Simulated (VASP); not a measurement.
Set up this calculation in VASP 6.6.1, as the native input.

* Task: single point
* Functional: LDA
* Potentials or basis: VASP PAW LDA potentials, release 64 (Mn_pv, O)
* Cutoff: 520 eV
* k mesh: 9 × 9 × 5
* Occupations: fermi-dirac, width 0.05 eV
* Spin: collinear spin, ferromagnetic start
* Starting moments: [4.0, 4.0, 0.0, 0.0] μB
* Dipole correction: no
* Further INCAR settings: ALGO = Normal; EDIFF = 1e-07; NBANDS = 31

The structure of MnO lies in POSCAR:

```
MnO
1.0
    3.3261309004      0.0000000000      0.0000000000
   -1.6630654502      2.8805138560      0.0000000000
    0.0000000000      0.0000000000      5.3127140505
Mn O
2 2
Direct
    0.6666666667      0.3333333333      0.5109600000
    0.3333333333      0.6666666667      0.0109600000
    0.6666666667      0.3333333333      0.8754700000
    0.3333333333      0.6666666667      0.3754700000
```

One way to write it, as run:

INCAR

```
ALGO = Normal ; EDIFF = 1E-7
ENCUT = 520 ; ISIF = 2
ISMEAR = -1 ; ISPIN = 2
LASPH = True ; LCHARG = False
LMAXMIX = 4 ; LORBIT = 11
LREAL = False ; LWAVE = False
MAGMOM = 4 4 0 0 ; NBANDS = 31
NELM = 150 ; PREC = Accurate
SIGMA = 0.05
```

KPOINTS

```
k-points
0
Gamma
  9 9 5
```

Potentials or basis: VASP PAW LDA potentials, release 64 (Mn_pv, O).

Launch:

```console
$ cat potpaw_LDA.64/Mn_pv/POTCAR potpaw_LDA.64/O/POTCAR > POTCAR
$ mpirun -np 1 vasp_std > vasp.out
```

It gave:

```json
{"Pressure": "-2.4 GPa", "Largest force": "0.623 eV/Å", "Net moment": "9.45 μB per cell", "Site moments": "Mn +4.17; O +0.20 μB", "Valence electrons inside the program's atomic spheres": "Mn 11.50; O 4.99"}
```

Caveat: the stress differs along the axes, from -5 to 3 GPa; the run started ferromagnetic, and an antiferromagnetic order may lie lower in energy.

It took 2.5 min on 1 thread of Intel(R) Xeon(R) Platinum 8375C CPU @ 2.90GHz (Ice Lake), with other jobs on the host, peak memory 0.2 GiB.
